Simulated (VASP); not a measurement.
Ir:

```
CELL_PARAMETERS angstrom
0.00000 1.92218 1.92218
1.92218 0.00000 1.92218
1.92218 1.92218 0.00000
ATOMIC_POSITIONS crystal
Ir 0.00000 0.00000 0.00000
```

This cell differs from its parent crystal: volume 14.204 Å^3 an atom, c/a of the conventional cell 1.0000.

Base run:

```yaml
Program: VASP 6.6.1
Functional: LDA
Potentials_or_basis: VASP PAW LDA potentials, release 64 (Ir_sv_GW)
Cutoff: 500 eV
k_mesh: 22 × 22 × 22
Occupations: gaussian, width 0.15 eV
Spin: no spin polarisation
```

Its results: pressure -11.6 GPa.

Task: The run is repeated on the same cell with these changes: potentials or basis from VASP PAW LDA potentials, release 64 (Ir_sv_GW) to VASP PAW LDA potentials, release 64 (Ir); cutoff from 500 eV to 520 eV; further incar settings from ALGO = Normal; EDIFF = 1e-06; NBANDS = 14 to ALGO = Normal; EDIFF = 1e-06; NBANDS = 10; valence electrons from 17 to 9. What comes out?

Result: Pressure -7.5 GPa.
